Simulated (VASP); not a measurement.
# Sr2C (Fm-3m) in VASP: notebook

The runs below take Sr2C through single point, with HSE06, PBE0.

Everything below comes from runs of VASP 6.6.1. Logs are shortened: lines on timing, memory, paths and dates and some standing lists are left out, and cuts for length are marked.

**1. The cell of the first run**

Symmetry: Fm-3m, No. 225, cubic system. The conventional cell has a = 6.720 Å, b = 6.720 Å, c = 6.720 Å, α = 90.00°, β = 90.00°, γ = 90.00°. C (site symmetry m-3m) has 8 Sr at 2.91 Å within 3.8 Å. Sr (site symmetry -43m) has 4 C at 2.91 Å and 6 Sr at 3.36 Å within 3.8 Å.

**2. Single point, HSE06**

POSCAR reads:

```
Sr2C
1.0
    0.0000000000      3.3601424637      3.3601424637
    3.3601424637      0.0000000000      3.3601424637
    3.3601424637      3.3601424637      0.0000000000
C Sr
1 2
Direct
    0.0000000000      0.0000000000      0.0000000000
    0.2500000000      0.2500000000      0.2500000000
    0.7500000000      0.7500000000      0.7500000000
```

INCAR.step1 reads:

```
  PREC = Accurate
  ENCUT = 520
  EDIFF = 1E-5
  ISMEAR = -1
  SIGMA = 0.02
  LREAL = F
  LASPH = T
  NELM = 80
  ALGO = Normal
  ISIF = 2
  LWAVE = T
  LCHARG = F
  GGA = PE
  NBANDS = 19
```

INCAR.step2 reads:

```
  PREC = Accurate
  ENCUT = 520
  EDIFF = 1E-6
  ISMEAR = -1
  SIGMA = 0.02
  LREAL = F
  LASPH = T
  NELM = 80
  ALGO = Normal
  ISIF = 2
  LWAVE = F
  LCHARG = F
  GGA = PE
  LHFCALC = T
  HFSCREEN = 0.2079
  PRECFOCK = Normal
  ISTART = 1
  NBANDS = 19
```

KPOINTS reads:

```
Automatic mesh
0
Gamma
  4 4 4
```

Potentials or basis: VASP PAW PBE potentials, release 64 (C, Sr_sv).

The run is started by

```bash
$ cat potpaw_PBE.64/C/POTCAR potpaw_PBE.64/Sr_sv/POTCAR > POTCAR
$ cp INCAR.step1 INCAR
$ mpirun -np 1 vasp_std > vasp.out
$ cp INCAR.step2 INCAR
$ mpirun -np 1 vasp_std > vasp.out
```

OUTCAR:

```text
PREC = Accurate
   ENCUT = 520
   EDIFF = 1E-6
   ISMEAR = -1
   LREAL = F
   LASPH = T
   NELM = 80
   ISIF = 2
   GGA = PE
   LHFCALC = T
   HFSCREEN = 0.2079
   PRECFOCK = Normal
   ISTART = 1

 ion  position               nearest neighbor table
   1  0.000  0.000  0.000-   3 2.91   3 2.91   3 2.91   2 2.91   3 2.91   2 2.91   2 2.91   2 2.91

   2  0.250  0.250  0.250-   1 2.91   1 2.91   1 2.91   1 2.91   3 3.36   3 3.36   3 3.36   3 3.36
                             3 3.36   3 3.36
   3  0.750  0.750  0.750-   1 2.91   1 2.91   1 2.91   1 2.91   2 3.36   2 3.36   2 3.36   2 3.36
                             2 3.36   2 3.36

  LATTYP: Found a face centered cubic cell.
 ALAT       =     6.7202849274

  Lattice vectors:

 A1 = (   0.0000000000,   3.3601424637,   3.3601424637)
 A2 = (   3.3601424637,   0.0000000000,   3.3601424637)
 A3 = (   3.3601424637,   3.3601424637,   0.0000000000)

Analysis of symmetry for initial positions (statically):
=====================================================================
 Subroutine PRICEL returns:
 Original cell was already a primitive cell.

 Routine SETGRP: Setting up the symmetry group for a
 face centered cubic supercell.

 Subroutine GETGRP returns: Found 48 space group operations
 (whereof 48 operations were pure point group operations)
 out of a pool of 48 trial point group operations.

The static configuration has the point symmetry O_h .

Analysis of symmetry for dynamics (positions and initial velocities):
=====================================================================
 Subroutine PRICEL returns:
 Original cell was already a primitive cell.

 Routine SETGRP: Setting up the symmetry group for a
 face centered cubic supercell.

 Subroutine GETGRP returns: Found 48 space group operations
 (whereof 48 operations were pure point group operations)
 out of a pool of 48 trial point group operations.

The dynamic configuration has the point symmetry O_h .

 Subroutine INISYM returns: Found 48 space group operations
 (whereof 48 operations are pure point group operations),
 and found     1 'primitive' translations

----------------------------------------------------------------------------------------

                                     Primitive cell

  volume of cell :      75.8758

  direct lattice vectors                    reciprocal lattice vectors
     0.000000000  3.360142464  3.360142464    -0.148803215  0.148803215  0.148803215
     3.360142464  0.000000000  3.360142464     0.148803215 -0.148803215  0.148803215
     3.360142464  3.360142464  0.000000000     0.148803215  0.148803215 -0.148803215

  length of vectors
     4.751959044  4.751959044  4.751959044     0.257734728  0.257734728  0.257734728

  position of ions in fractional coordinates (direct lattice)
     0.000000000  0.000000000  0.000000000
     0.250000000  0.250000000  0.250000000
     0.750000000  0.750000000  0.750000000

  ion indices of the primitive-cell ions
   primitive index   ion index
                 1           1
                 2           2
                 3           3

----------------------------------------------------------------------------------------

 KPOINTS: Automatic mesh

Automatic generation of k-mesh.
 Grid dimensions read from file:
 generate k-points for:    4    4    4

 Generating k-lattice:

  Cartesian coordinates                     Fractional coordinates (reciprocal lattice)
    -0.037200804  0.037200804  0.037200804     0.250000000  0.000000000  0.000000000
     0.037200804 -0.037200804  0.037200804     0.000000000  0.250000000  0.000000000
     0.037200804  0.037200804 -0.037200804     0.000000000  0.000000000  0.250000000

  Length of vectors
     0.064433682  0.064433682  0.064433682

  Shift w.r.t. Gamma in fractional coordinates (k-lattice)
     0.000000000  0.000000000  0.000000000

 Subroutine IBZKPT returns following result:
 ===========================================

 Found      8 irreducible k-points:

 Following reciprocal coordinates:
            Coordinates               Weight
  0.000000  0.000000  0.000000      1.000000
  0.250000  0.000000  0.000000      8.000000
  0.500000  0.000000  0.000000      4.000000
  0.250000  0.250000  0.000000      6.000000
  0.500000  0.250000  0.000000     24.000000
 -0.250000  0.250000  0.000000     12.000000
  0.500000  0.500000  0.000000      3.000000
 -0.250000  0.500000  0.250000      6.000000
   k-points           NKPTS =      8   k-points in BZ     NKDIM =     64   number of bands    NBANDS=     19
   number of dos      NEDOS =    301   number of ions     NIONS =      3
   total plane-waves  NPLWV =  46656
   dimension x,y,z NGX =    36 NGY =   36 NGZ =   36
   dimension x,y,z NGXF=    72 NGYF=   72 NGZF=   72
   ions per type =               1   2
   NGX,Y,Z   is equivalent  to a cutoff of  12.59, 12.59, 12.59 a.u.
   NGXF,Y,Z  is equivalent  to a cutoff of  25.19, 25.19, 25.19 a.u.
 SYSTEM =  unknown system
   PREC   = accura    normal or accurate (medium, high low for compatibility)
   ISTART =      1    job   : 0-new  1-cont  2-samecut
   ICHARG =      0    charge: 1-file 2-atom 10-const
   ISPIN  =      1    spin polarized calculation?
   LNONCOLLINEAR =      F non collinear calculations
   LSORBIT =      F    spin-orbit coupling
   LASPH  =      T    aspherical Exc in radial PAW
   ENCUT  =  520.0 eV  38.22 Ry    6.18 a.u.   8.84  8.84  8.84*2*pi/ulx,y,z
   NELM   =     80;   NELMIN=  2; NELMDL=  0     # of ELM steps
   EDIFF  = 0.1E-05   stopping-criterion for ELM
   LREAL  =      F    real-space projection
   EDIFFG = 0.1E-04   stopping-criterion for IOM
   NSW    =      0    number of steps for IOM
   IBRION =     -1    ionic relax: 0-MD 1-quasi-New 2-CG
   NFREE  =      0    steps in history (QN), initial steepest desc. (CG)
   ISIF   =      2    stress and relaxation
   ISYM   =      3    0-nonsym 1-usesym 2-fastsym
   POTIM  = 0.5000    time-step for ionic-motion
   TEBEG  =    0.0;   TEEND  =   0.0 temperature during run
   PSTRESS=    0.0 pullay stress
   NELECT =      24.0000    total number of electrons
   NUPDOWN=      -1.0000    fix difference up-down
   EMIN   =  10.00;   EMAX   =-10.00  energy-range for DOS
   EFERMI =   0.00;   METHOD = LEGACY
   ISMEAR =    -1;   SIGMA  =   0.02  broadening in eV -4-tet -1-fermi 0-gaus
   EFERMI_NEDOS =   21; number of points for ismear=-14 and -15
   IALGO  =     38    algorithm
   IMIX   =      1    mixing-type and parameters
     AMIX     =   0.40;   BMIX     =  1.00
     AMIX_MAG =   1.60;   BMIX_MAG =  1.00
  volume/ion in A,a.u.               =      25.29       170.68
  Fermi-wavevector in a.u.,A,eV,Ry     =   1.115435  2.107866 16.928300  1.244195
  Thomas-Fermi vector in A             =   2.252040
   LORBIT       =      0    0 simple, 1 ext, 2 COOP (PROOUT), +10 PAW based schemes
   GGA     = PE    functional components
   LHFCALC =     T    Hartree Fock is set to
   PRECFOCK=normal    Normal, Fast or Accurate (Low or Medium for compatibility)
   ENCUT4O =  -1.0   cutoff for four orbital integrals eV
   NKREDX  =     1    reduce k-point grid by
   NKREDY  =     1    reduce k-point grid by
   NKREDZ  =     1    reduce k-point grid by
   AEXX    =    0.2500 exact exchange contribution
   HFSCREEN=    0.2079 screening length (either q_TF or 0.3 A-1)
   HFSCREENC=   0.2079 screening length for correlation (either q_TF or 0.3 A-1)
   ENCUTFOCK=  -1.0 apply spherical cutoff to Coloumb kernel
   IVDW    =     0    specifies the selected vdW correction
   LEPSILON=     F    determine dielectric tensor
   LRPA    =     F    only Hartree local field effects (RPA)
 non-spin polarized calculation
  energy-cutoff  :      520.00
  volume of cell :       75.88
 maximum number of plane-waves:      2085
  NGX = 28; NGY = 28; NGZ = 28

 number of electron      24.0000000 magnetization

 Free energy of the ion-electron system (eV)
  ---------------------------------------------------
  ext. energy  EPLUGINS =         0.00000000
  ---------------------------------------------------
  free energy    TOTEN  =       -11.76823635 eV

  energy without entropy =      -11.76823144  energy(sigma->0) =      -11.76823389

 E-fermi :   2.8778     XC(G=0):  -7.6029

 val. band max:        2.6821111552   @ k =   0.5000   0.5000   0.0000
 cond. band min:       3.0471966890   @ k =   0.0000   0.0000   0.0000
 fundamental gap:      0.3650855338
 Fermi energy:         2.8777911248

 k-point     1 :       0.0000    0.0000    0.0000
  band No.  band energies     occupation
      1     -35.3369      2.00000
      2     -35.0501      2.00000
      3     -16.3140      2.00000
      4     -16.3140      2.00000
      5     -16.3140      2.00000
      6     -15.6370      2.00000
[... 11 lines left out ...]
     18       8.8841      0.00000
     19      11.4686      0.00000

 k-point     2 :       0.2500    0.0000    0.0000
  band No.  band energies     occupation
      1     -35.2935      2.00000
      2     -35.0907      2.00000
      3     -16.2704      2.00000
      4     -16.2315      2.00000
      5     -16.2315      2.00000
      6     -15.8143      2.00000
[... 11 lines left out ...]
     18       8.5512      0.00000
     19      10.1976      0.00000

 k-point     3 :       0.5000    0.0000    0.0000
  band No.  band energies     occupation
      1     -35.1908      2.00000
      2     -35.1907      2.00000
      3     -16.1325      2.00000
      4     -16.0796      2.00000
      5     -16.0178      2.00000
      6     -16.0178      2.00000
[... 11 lines left out ...]
     18       8.1497      0.00000
     19       8.2362      0.00000

 k-point     4 :       0.2500    0.2500    0.0000
  band No.  band energies     occupation
      1     -35.2869      2.00000
      2     -35.0957      2.00000
      3     -16.4014      2.00000
      4     -16.4014      2.00000
      5     -16.2002      2.00000
      6     -15.8969      2.00000
[... 11 lines left out ...]
     18       8.0135      0.00000
     19       8.6217      0.00000

 k-point     5 :       0.5000    0.2500    0.0000
  band No.  band energies     occupation
      1     -35.2233      2.00000
      2     -35.1558      2.00000
      3     -16.5096      2.00000
      4     -16.3771      2.00000
      5     -16.3462      2.00000
      6     -15.7026      2.00000
[... 11 lines left out ...]
     18       8.7151      0.00000
     19       9.4549      0.00000

 k-point     6 :      -0.2500    0.2500    0.0000
  band No.  band energies     occupation
      1     -35.2382      2.00000
      2     -35.1426      2.00000
      3     -16.5033      2.00000
      4     -16.1538      2.00000
      5     -16.0774      2.00000
      6     -15.9900      2.00000
[... 11 lines left out ...]
     18       8.0933      0.00000
     19       8.6532      0.00000

 k-point     7 :       0.5000    0.5000    0.0000
  band No.  band energies     occupation
      1     -35.2361      2.00000
      2     -35.1407      2.00000
      3     -16.7053      2.00000
      4     -16.4860      2.00000
      5     -16.4860      2.00000
      6     -15.5360      2.00000
[... 11 lines left out ...]
     18       8.8172      0.00000
     19       8.9471      0.00000

 k-point     8 :      -0.2500    0.5000    0.2500
  band No.  band energies     occupation
      1     -35.1887      2.00000
      2     -35.1887      2.00000
      3     -16.6254      2.00000
      4     -16.5704      2.00000
      5     -16.0311      2.00000
      6     -16.0311      2.00000
[... 11 lines left out ...]
     18       7.8504      0.00000
     19       9.9796      0.00000

------------------------ aborting loop because EDIFF is reached ----------------------------------------

  FORCE on cell =-STRESS in cart. coord.  units (eV):
  Direction    XX          YY          ZZ          XY          YZ          ZX
  --------------------------------------------------------------------------------------
  -------------------------------------------------------------------------------------
  Total        0.2049135      0.2049135      0.2049135      0.0000000     -0.0000000     -0.0000000
  in kB        4.3269114      4.3269114      4.3269114      0.0000000     -0.0000000     -0.0000000
  external PRESSURE =       4.3269114 kB  Pullay stress =       0.0000000 kB

 VOLUME and BASIS-vectors are now :
 -----------------------------------------------------------------------------
  energy-cutoff  :      520.00
  volume of cell :       75.88
      direct lattice vectors                 reciprocal lattice vectors
     0.000000000  3.360142464  3.360142464    -0.148803215  0.148803215  0.148803215
     3.360142464  0.000000000  3.360142464     0.148803215 -0.148803215  0.148803215
     3.360142464  3.360142464  0.000000000     0.148803215  0.148803215 -0.148803215

 POSITION                                       TOTAL-FORCE (eV/Angst)
 -----------------------------------------------------------------------------------
      0.00000      0.00000      0.00000         0.000000     -0.000000      0.000000
      1.68007      1.68007      1.68007        -0.000000     -0.000000     -0.000000
      5.04021      5.04021      5.04021         0.000000      0.000000      0.000000
 -----------------------------------------------------------------------------------
    total drift:                               -0.000001     -0.000001     -0.000001

  FREE ENERGIE OF THE ION-ELECTRON SYSTEM (eV)
  ---------------------------------------------------
  free  energy   TOTEN  =       -11.7682363453 eV

  energy  without entropy=      -11.7682314391  energy(sigma->0) =      -11.76823389
```

Run time: 39 min. Hardware: 1 thread of Intel Xeon 8259CL, shared host; peak memory 0.33 GiB.

What came out:

```yaml
Free_energy: -11.7682 eV
Pressure: 0.4 GPa
Band_gap_on_the_k_mesh: 0.37 eV (least direct gap 0.39 eV)
```

Caveat: the structure was generated, so it needn't be the stable form of Sr2C; the PAW data sets were made with another functional, which shifts forces and pressure a little.

(Part 1 of 2 ends here.)
